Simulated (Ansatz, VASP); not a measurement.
## Cd: VASP beside Ansatz

```
CELL_PARAMETERS angstrom
3.01238 0.00000 0.00000
-1.50619 2.60880 0.00000
0.00000 0.00000 6.24408
ATOMIC_POSITIONS crystal
Cd 0.33333 0.66667 0.25000
Cd 0.66667 0.33333 0.75000
```

Alike in both runs: task single point; functional BLYP; k mesh 19 × 19 × 8; occupations fermi-dirac, width 0.1 eV; no spin polarisation.

|  | VASP | Ansatz |
| --- | --- | --- |
| version | VASP 6.6.1 | Ansatz 0.2.0 |
| potentials or method | VASP PAW PBE potentials, release 64 (Cd), cutoff 520 eV | plane waves (420 eV) with PAW, scalar-relativistic |
| valence electrons in the cell | 24 | 40 |

```csv
,VASP,Ansatz,Ansatz less VASP
pressure (GPa),2.8,2.5,-0.29
"traceless stress, the component that is largest in VASP (GPa)",-0.62,-0.45,+0.165
```

VASP's potentials were made for PBE, not for BLYP. The functional is the same, so the differences come from potentials, cutoffs and numerics. VASP's potentials hold 24 valence electrons a cell and Ansatz's 40, so a difference there can come from the potentials and not from the codes.
